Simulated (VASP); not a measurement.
Write the native input for VASP 6.6.1 that does the following.

* Task: single point
* Functional: PBE
* Potentials or basis: VASP PAW PBE potentials, release 64 (Y_sv, N)
* Cutoff: 520 eV
* k mesh: 4 × 4 × 6
* Occupations: gaussian, width 0.1 eV
* Spin: no spin polarisation
* Dipole correction: no
* Further INCAR settings: ALGO = Normal; EDIFF = 1e-06; NBANDS = 36

The structure of Y3N4 lies in POSCAR:

```
Y3N4
1.0
    3.3722650900     -4.6846441000      0.0000000000
    3.3722650900      4.6846441000      0.0000000000
    0.0000000000      0.0000000000      3.3727206700
Y N
3 4
Direct
    0.5000000000      0.0000000000      0.5000000000
    0.0000000000      0.5000000000      0.5000000000
    0.0000000000      0.0000000000      0.0000000000
    0.2531226300      0.2531226300      0.5000000000
    0.7468773700      0.7468773700      0.5000000000
    0.7399198000      0.2600802000      0.0000000000
    0.2600802000      0.7399198000      0.0000000000
```

One way to write it, as run:

INCAR

```
SYSTEM = Y3N4
PREC = Accurate ; ENCUT = 520
EDIFF = 1E-6 ; ISMEAR = 0
SIGMA = 0.1 ; LREAL = .FALSE.
LASPH = .TRUE. ; NELM = 100
ALGO = Normal ; ISIF = 2
LWAVE = .FALSE. ; LCHARG = .TRUE.
GGA = PE ; LELF = .TRUE.
LVHAR = .TRUE. ; NBANDS = 36
```

KPOINTS

```
regular mesh
0
G
  4 4 6
  0 0 0
```

Potentials or basis: VASP PAW PBE potentials, release 64 (Y_sv, N).

Launch:

```bash
$ cat potpaw_PBE.64/Y_sv/POTCAR potpaw_PBE.64/N/POTCAR > POTCAR
$ mpirun -np 1 vasp_std > vasp.out
```

Results of the run:

```json
{"Pressure": "6.2 GPa", "Largest force": "2.055 eV/Å"}
```

Caveat: forces of over 1 eV/Å act on the atoms, so gaps and moduli don't describe the material at rest.

Wall time 89 s on 1 thread of AMD EPYC 9R45 96-Core Processor (Zen 5) (shared host), peak memory 0.27 GiB.
